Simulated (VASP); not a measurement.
# AlNi3 (Fm-3m) in VASP: further runs

Aim: see how the results for AlNi3 move with the level of theory and the settings. Levels: PBEsol, LDA. Tasks: single point.

Everything below comes from runs of VASP 6.6.1. Logs are shortened: lines on timing, memory, paths and dates and some standing lists are left out, and cuts for length are marked.

### Step 1. The cell of the first run

It takes space group Fm-3m (No. 225, cubic). Conventional cell: a = 5.553 Å, b = 5.553 Å, c = 5.553 Å, α = 90.00°, β = 90.00°, γ = 90.00°. Ni (site symmetry -43m) has 10 Ni at 2.40 to 2.78 Å and 4 Al at 2.40 Å within 3.2 Å. Ni (site symmetry m-3m) has 8 Ni at 2.40 Å and 6 Al at 2.78 Å within 3.2 Å. Within 3.2 Å of Al (site symmetry m-3m) lie 14 Ni at 2.40 to 2.78 Å.

### Step 2. Single point, PBEsol, collinear spin, ferromagnetic start

File INCAR:

```
  ALGO = Normal
  EDIFF = 1E-7
  ENCUT = 520
  GGA = PS
  ISIF = 2
  ISMEAR = -1
  ISPIN = 2
  LASPH = T
  LCHARG = F
  LMAXMIX = 4
  LORBIT = 11
  LREAL = F
  LWAVE = F
  MAGMOM = 1 1 1 0
  NBANDS = 28
  NELM = 150
  PREC = Accurate
  SIGMA = 0.05
```

File KPOINTS:

```
k-points
0
Gamma
  8 8 8
```

File POSCAR:

```
AlNi3
1.0
    0.0000000000      2.7765724102      2.7765724102
    2.7765724102      0.0000000000      2.7765724102
    2.7765724102      2.7765724102      0.0000000000
Ni Al
3 1
Direct
    0.7500000000      0.7500000000      0.7500000000
    0.0000000000      0.0000000000      0.0000000000
    0.2500000000      0.2500000000      0.2500000000
    0.5000000000      0.5000000000      0.5000000000
```

Potentials or basis: VASP PAW PBE potentials, release 64 (Ni, Al).

Command:

```bash
$ cat potpaw_PBE.64/Ni/POTCAR potpaw_PBE.64/Al/POTCAR > POTCAR
$ mpirun -np 1 vasp_std > vasp.out
```

OUTCAR:

```text
EDIFF = 1E-7
   ENCUT = 520
   GGA = PS
   ISIF = 2
   ISMEAR = -1
   ISPIN = 2
   LASPH = T
   LORBIT = 11
   LREAL = F
   NELM = 150
   PREC = Accurate

 ion  position               nearest neighbor table
   1  0.750  0.750  0.750-   4 2.40   4 2.40   4 2.40   2 2.40   4 2.40   2 2.40   2 2.40   2 2.40
                             3 2.78   3 2.78   3 2.78   3 2.78   3 2.78   3 2.78
   2  0.000  0.000  0.000-   1 2.40   1 2.40   1 2.40   1 2.40   3 2.40   3 2.40   3 2.40   3 2.40
                             4 2.78   4 2.78   4 2.78   4 2.78   4 2.78   4 2.78
   3  0.250  0.250  0.250-   2 2.40   2 2.40   2 2.40   2 2.40   4 2.40   4 2.40   4 2.40   4 2.40
                             1 2.78   1 2.78   1 2.78   1 2.78   1 2.78   1 2.78
   4  0.500  0.500  0.500-   3 2.40   3 2.40   3 2.40   1 2.40   3 2.40   1 2.40   1 2.40   1 2.40
                             2 2.78   2 2.78   2 2.78   2 2.78   2 2.78   2 2.78

  LATTYP: Found a face centered cubic cell.
 ALAT       =     5.5531448204

  Lattice vectors:

 A1 = (   0.0000000000,   2.7765724102,   2.7765724102)
 A2 = (   2.7765724102,   0.0000000000,   2.7765724102)
 A3 = (   2.7765724102,   2.7765724102,   0.0000000000)

Analysis of symmetry for initial positions (statically):
=====================================================================
 Subroutine PRICEL returns:
 Original cell was already a primitive cell.

 Routine SETGRP: Setting up the symmetry group for a
 face centered cubic supercell.

 Subroutine GETGRP returns: Found 48 space group operations
 (whereof 48 operations were pure point group operations)
 out of a pool of 48 trial point group operations.

The static configuration has the point symmetry O_h .

Analysis of symmetry for dynamics (positions and initial velocities):
=====================================================================
 Subroutine PRICEL returns:
 Original cell was already a primitive cell.

 Routine SETGRP: Setting up the symmetry group for a
 face centered cubic supercell.

 Subroutine GETGRP returns: Found 48 space group operations
 (whereof 48 operations were pure point group operations)
 out of a pool of 48 trial point group operations.

The dynamic configuration has the point symmetry O_h .

Analysis of structural, dynamic, and magnetic symmetry:
=====================================================================
 Subroutine PRICEL returns:
 Original cell was already a primitive cell.

 Routine SETGRP: Setting up the symmetry group for a
 face centered cubic supercell.

 Subroutine GETGRP returns: Found 48 space group operations
 (whereof 48 operations were pure point group operations)
 out of a pool of 48 trial point group operations.

The overall configuration has the point symmetry O_h .

 Subroutine INISYM returns: Found 48 space group operations
 (whereof 48 operations are pure point group operations),
 and found     1 'primitive' translations

----------------------------------------------------------------------------------------

                                     Primitive cell

  volume of cell :      42.8112

  direct lattice vectors                    reciprocal lattice vectors
     0.000000000  2.776572410  2.776572410    -0.180078142  0.180078142  0.180078142
     2.776572410  0.000000000  2.776572410     0.180078142 -0.180078142  0.180078142
     2.776572410  2.776572410  0.000000000     0.180078142  0.180078142 -0.180078142

  length of vectors
     3.926666359  3.926666359  3.926666359     0.311904491  0.311904491  0.311904491

  position of ions in fractional coordinates (direct lattice)
     0.750000000  0.750000000  0.750000000
     0.000000000  0.000000000  0.000000000
     0.250000000  0.250000000  0.250000000
     0.500000000  0.500000000  0.500000000

  ion indices of the primitive-cell ions
   primitive index   ion index
                 1           1
                 2           2
                 3           3
                 4           4

----------------------------------------------------------------------------------------

 KPOINTS: k-points

Automatic generation of k-mesh.
 Grid dimensions read from file:
 generate k-points for:    8    8    8

 Generating k-lattice:

  Cartesian coordinates                     Fractional coordinates (reciprocal lattice)
    -0.022509768  0.022509768  0.022509768     0.125000000  0.000000000  0.000000000
     0.022509768 -0.022509768  0.022509768     0.000000000  0.125000000  0.000000000
     0.022509768  0.022509768 -0.022509768     0.000000000  0.000000000  0.125000000

  Length of vectors
     0.038988061  0.038988061  0.038988061

  Shift w.r.t. Gamma in fractional coordinates (k-lattice)
     0.000000000  0.000000000  0.000000000

 Subroutine IBZKPT returns following result:
 ===========================================

 Found     29 irreducible k-points:

 Following reciprocal coordinates:
            Coordinates               Weight
  0.000000  0.000000  0.000000      1.000000
  0.125000  0.000000  0.000000      8.000000
  0.250000  0.000000  0.000000      8.000000
  0.375000  0.000000  0.000000      8.000000
  0.500000  0.000000  0.000000      4.000000
  0.125000  0.125000  0.000000      6.000000
[... 16 lines left out ...]
  0.500000  0.250000  0.125000     48.000000
 -0.375000  0.250000  0.125000     24.000000
 [... further k-points ...]
   k-points           NKPTS =     29   k-points in BZ     NKDIM =     29   number of bands    NBANDS=     28
   number of dos      NEDOS =    301   number of ions     NIONS =      4
   total plane-waves  NPLWV =  27000
   dimension x,y,z NGX =    30 NGY =   30 NGZ =   30
   dimension x,y,z NGXF=    60 NGYF=   60 NGZF=   60
   ions per type =               3   1
   NGX,Y,Z   is equivalent  to a cutoff of  12.70, 12.70, 12.70 a.u.
   NGXF,Y,Z  is equivalent  to a cutoff of  25.40, 25.40, 25.40 a.u.
 SYSTEM =  unknown system
   PREC   = accura    normal or accurate (medium, high low for compatibility)
   ISTART =      0    job   : 0-new  1-cont  2-samecut
   ICHARG =      2    charge: 1-file 2-atom 10-const
   ISPIN  =      2    spin polarized calculation?
   LNONCOLLINEAR =      F non collinear calculations
   LSORBIT =      F    spin-orbit coupling
   LASPH  =      T    aspherical Exc in radial PAW
   ENCUT  =  520.0 eV  38.22 Ry    6.18 a.u.   7.30  7.30  7.30*2*pi/ulx,y,z
   NELM   =    150;   NELMIN=  2; NELMDL= -5     # of ELM steps
   EDIFF  = 0.1E-06   stopping-criterion for ELM
   LREAL  =      F    real-space projection
   EDIFFG = 0.1E-05   stopping-criterion for IOM
   NSW    =      0    number of steps for IOM
   IBRION =     -1    ionic relax: 0-MD 1-quasi-New 2-CG
   NFREE  =      0    steps in history (QN), initial steepest desc. (CG)
   ISIF   =      2    stress and relaxation
   ISYM   =      2    0-nonsym 1-usesym 2-fastsym
   POTIM  = 0.5000    time-step for ionic-motion
   TEBEG  =    0.0;   TEEND  =   0.0 temperature during run
   PSTRESS=    0.0 pullay stress
   NELECT =      33.0000    total number of electrons
   NUPDOWN=      -1.0000    fix difference up-down
   EMIN   =  10.00;   EMAX   =-10.00  energy-range for DOS
   EFERMI =   0.00;   METHOD = LEGACY
   ISMEAR =    -1;   SIGMA  =   0.05  broadening in eV -4-tet -1-fermi 0-gaus
   EFERMI_NEDOS =   21; number of points for ismear=-14 and -15
   IALGO  =     38    algorithm
   IMIX   =      4    mixing-type and parameters
     AMIX     =   0.40;   BMIX     =  1.00
     AMIX_MAG =   1.60;   BMIX_MAG =  1.00
  volume/ion in A,a.u.               =      10.70        72.23
  Fermi-wavevector in a.u.,A,eV,Ry     =   1.501045  2.836564 30.655791  2.253137
  Thomas-Fermi vector in A             =   2.612467
   LORBIT       =     11    0 simple, 1 ext, 2 COOP (PROOUT), +10 PAW based schemes
   GGA     = PS    functional components
   LHFCALC =     F    Hartree Fock is set to
   AEXX    =    0.0000 exact exchange contribution
   IVDW    =     0    specifies the selected vdW correction
   LEPSILON=     F    determine dielectric tensor
   LRPA    =     F    only Hartree local field effects (RPA)
 spin polarized calculation
  energy-cutoff  :      520.00
  volume of cell :       42.81
 maximum number of plane-waves:      1174
 NGX is ok and might be reduce to    30
   NGX = 15   NGY = 15   NGZ = 15

 number of electron      33.0000036 magnetization       0.0008047

 number of electron      33.0000036 magnetization      -0.0000568

 Free energy of the ion-electron system (eV)
  ---------------------------------------------------
  ext. energy  EPLUGINS =         0.00000000
  ---------------------------------------------------
  free energy    TOTEN  =       -24.07136988 eV

  energy without entropy =      -24.05306560  energy(sigma->0) =      -24.06221774

 E-fermi :  10.1830     XC(G=0): -13.1119

 val. band max:       10.1597718349   @ k =   0.5000   0.5000   0.0000
 cond. band min:      10.1845960607   @ k =  -0.3750   0.5000   0.1250
 fundamental gap:      0.0248242258
 Fermi energy:        10.1830237807

 spin component 1

 k-point     1 :       0.0000    0.0000    0.0000
  band No.  band energies     occupation
      1      -0.2137      1.00000
      2       6.4309      1.00000
      3       6.4309      1.00000
      4       6.5805      1.00000
      5       6.5805      1.00000
      6       6.5805      1.00000
[... 20 lines left out ...]
     27      19.8400      0.00000
     28      22.3147      0.00000

 k-point     2 :       0.1250    0.0000    0.0000
  band No.  band energies     occupation
      1       0.0232      1.00000
      2       6.3735      1.00000
      3       6.3735      1.00000
      4       6.4538      1.00000
      5       6.7654      1.00000
      6       6.7654      1.00000
[... 674 lines left out ...]
 k-point    24 :      -0.3750    0.2500    0.1250
  band No.  band energies     occupation
      1       3.3725      1.00000
      2       4.0804      1.00000
      3       5.9504      1.00000
      4       6.7032      1.00000
      5       6.8497      1.00000
      6       7.4432      1.00000
[... 20 lines left out ...]
     27      25.5993      0.00000
     28      28.4171      0.00000

 [... further k-points ...]

 spin component 2

 k-point     1 :       0.0000    0.0000    0.0000
  band No.  band energies     occupation
      1      -0.2137      1.00000
      2       6.4308      1.00000
      3       6.4308      1.00000
      4       6.5805      1.00000
      5       6.5805      1.00000
      6       6.5805      1.00000
[... 20 lines left out ...]
     27      19.8400      0.00000
     28      22.3147      0.00000

 k-point     2 :       0.1250    0.0000    0.0000
  band No.  band energies     occupation
      1       0.0232      1.00000
      2       6.3734      1.00000
      3       6.3734      1.00000
      4       6.4538      1.00000
      5       6.7653      1.00000
      6       6.7653      1.00000
[... 674 lines left out ...]
 k-point    24 :      -0.3750    0.2500    0.1250
  band No.  band energies     occupation
      1       3.3725      1.00000
      2       4.0804      1.00000
      3       5.9504      1.00000
      4       6.7032      1.00000
      5       6.8497      1.00000
      6       7.4432      1.00000
[... 20 lines left out ...]
     27      25.5993      0.00000
     28      28.4170      0.00000

 [... further k-points ...]

------------------------ aborting loop because EDIFF is reached ----------------------------------------

  FORCE on cell =-STRESS in cart. coord.  units (eV):
  Direction    XX          YY          ZZ          XY          YZ          ZX
  --------------------------------------------------------------------------------------
  -------------------------------------------------------------------------------------
  Total        1.3466959      1.3466959      1.3466959      0.0000000     -0.0000000     -0.0000000
  in kB       50.3991375     50.3991375     50.3991375      0.0000000     -0.0000000     -0.0000000
  external PRESSURE =      50.3991375 kB  Pullay stress =       0.0000000 kB

 VOLUME and BASIS-vectors are now :
 -----------------------------------------------------------------------------
  energy-cutoff  :      520.00
  volume of cell :       42.81
      direct lattice vectors                 reciprocal lattice vectors
     0.000000000  2.776572410  2.776572410    -0.180078142  0.180078142  0.180078142
     2.776572410  0.000000000  2.776572410     0.180078142 -0.180078142  0.180078142
     2.776572410  2.776572410  0.000000000     0.180078142  0.180078142 -0.180078142

 POSITION                                       TOTAL-FORCE (eV/Angst)
 -----------------------------------------------------------------------------------
      4.16486      4.16486      4.16486         0.000000      0.000000      0.000000
      0.00000      0.00000      0.00000         0.000000      0.000000      0.000000
      1.38829      1.38829      1.38829        -0.000000     -0.000000     -0.000000
      2.77657      2.77657      2.77657         0.000000     -0.000000      0.000000
 -----------------------------------------------------------------------------------
    total drift:                                0.000000     -0.000000      0.000000

  FREE ENERGIE OF THE ION-ELECTRON SYSTEM (eV)
  ---------------------------------------------------
  free  energy   TOTEN  =       -24.0713698752 eV

  energy  without entropy=      -24.0530655976  energy(sigma->0) =      -24.06221774

 total charge

# of ion       s       p       d       tot
------------------------------------------
    1        0.500   0.557   8.461   9.518
    2        0.506   0.537   8.422   9.465
    3        0.500   0.557   8.461   9.518
    4        0.408   0.427   0.000   0.835
--------------------------------------------------
tot          1.913   2.080  25.344  29.336

 magnetization (x)

# of ion       s       p       d       tot
------------------------------------------
    1       -0.000   0.000  -0.000  -0.000
    2        0.000   0.000   0.000   0.000
    3       -0.000   0.000  -0.000  -0.000
    4       -0.000   0.000   0.000   0.000
--------------------------------------------------
tot         -0.000   0.000  -0.000  -0.000
```

It took 62 s on 1 thread of Intel Xeon 6975P-C (Granite Rapids), shared host; peak memory 0.2 GiB.

What came out:

```yaml
Free_energy: -24.0714 eV
Pressure: 5.0 GPa
Net_moment: 0.00 μB per cell
Valence_electrons_inside_the_program's_atomic_spheres: Ni 9.52, 9.46; Al 0.83
```

Caveat: the PAW data sets were made with another functional, which shifts forces and pressure a little.

(Continued in part 2 of 2.)
